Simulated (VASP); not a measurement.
Crystal: Si4O.

```
Si O
1.0
     5.13069    0.00000    0.00000
     0.00000    5.13069    0.00000
     0.00000    0.00000    2.57655
Si O
4 1
Direct
  0.68248 0.85035 0.50000
  0.31752 0.14965 0.50000
  0.14965 0.68248 0.50000
  0.85035 0.31752 0.50000
  0.50000 0.50000 0.00000
```

The cell was generated, and may not be a known phase.

| Item | Value |
| --- | --- |
| Program | VASP 6.6.1 |
| Task | relaxation of cell and atoms |
| Functional | PBE |
| Potentials or basis | VASP PAW PBE potentials, release 64 (Si, O) |
| Cutoff | 600 eV |
| k mesh | 8 × 8 × 14 |
| Occupations | gaussian, width 0.1 eV |
| Spin | no spin polarisation |

At the start: pressure -0.4 GPa; volume 13.57 Å³/atom.

**Question.** Where does the relaxation end?

**Answer.** Over 6 steps the energy falls by 2.6 meV/atom and the volume is 13.48 Å³/atom (-0.6 %); space group P4/m (No. 83, to 0.1 Å) before and after.

The path:
```tsv
step	energy change (eV)	largest force (eV/Å)	pressure (GPa)	volume (Å³)
1	0.0000	0.1704	-0.43	67.83
2	-0.0117	0.0732	-0.03	67.46
3	-0.0122	0.0512	0.09	67.38
4	-0.0127	0.0206	-0.05	67.45
5	-0.0128	0.0084	-0.11	67.48
6	-0.0128	0.0030	0.05	67.38
```

Final structure:
```yaml
crystal:
  lattice:
    - [5.14429, 0.00000, 0.00000]
    - [0.00000, 5.14429, 0.00000]
    - [0.00000, 0.00000, 2.54630]
  atoms:
    - { symbol: Si, position: [0.68511, 0.84911, 0.50000] }
    - { symbol: Si, position: [0.31489, 0.15089, 0.50000] }
    - { symbol: Si, position: [0.15089, 0.68511, 0.50000] }
    - { symbol: Si, position: [0.84911, 0.31489, 0.50000] }
    - { symbol: O, position: [0.50000, 0.50000, 0.00000] }
```
